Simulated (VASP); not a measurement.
Runs of VASP 6.6.1 on Al. The structure is that of space group Cmce (No. 64), or close to it. The cells are those of the table. 

```tsv
task	cell	k mesh	gap on the mesh (eV)	pressure (GPa)	largest force (eV/Å)
single point	a = 4.614, b = 4.614, c = 4.538 Å, angles 90.0, 90.0, 122.1°, 4 atoms	6 × 6 × 4	none	(a)	0.01
single point	a = 4.606, b = 4.606, c = 4.577 Å, angles 90.0, 90.0, 122.3°, 4 atoms	12 × 12 × 10	none	0.0	0.01
single point	a = 5.325, b = 5.325, c = 4.237 Å, angles 90.0, 90.0, 145.0°, 4 atoms	6 × 6 × 4	none	46.9	7.66
single point	a = 3.221, b = 3.221, c = 7.244 Å, angles 90.0, 90.0, 66.9°, 4 atoms	6 × 6 × 4	none	23.6	(b)
relaxation of cell and atoms	relaxed from a = 5.325, b = 5.325, c = 4.237 Å, angles 90.0, 90.0, 145.0°, 4 atoms	6 × 6 × 4	none	0.0	0.02
single point	a = 4.271, b = 4.271, c = 4.347 Å, angles 90.0, 90.0, 118.9°, 4 atoms	6 × 6 × 4	none	16.2	1.04
```

Alike in all rows: level PBE; potentials or basis VASP PAW PBE potentials, release 64 (Al); no spin polarisation; cutoff (eV) 500; smearing gaussian 0.1 eV.

Q: Estimate the missing entries.

A: (a) 0.2; (b) 7.57.

Caveats: some runs use coarse meshes; forces of over 1 eV/Å act on the atoms, so gaps and moduli don't describe the material at rest (some runs).

A gap of «none» marks levels without a gap at the run's occupations.
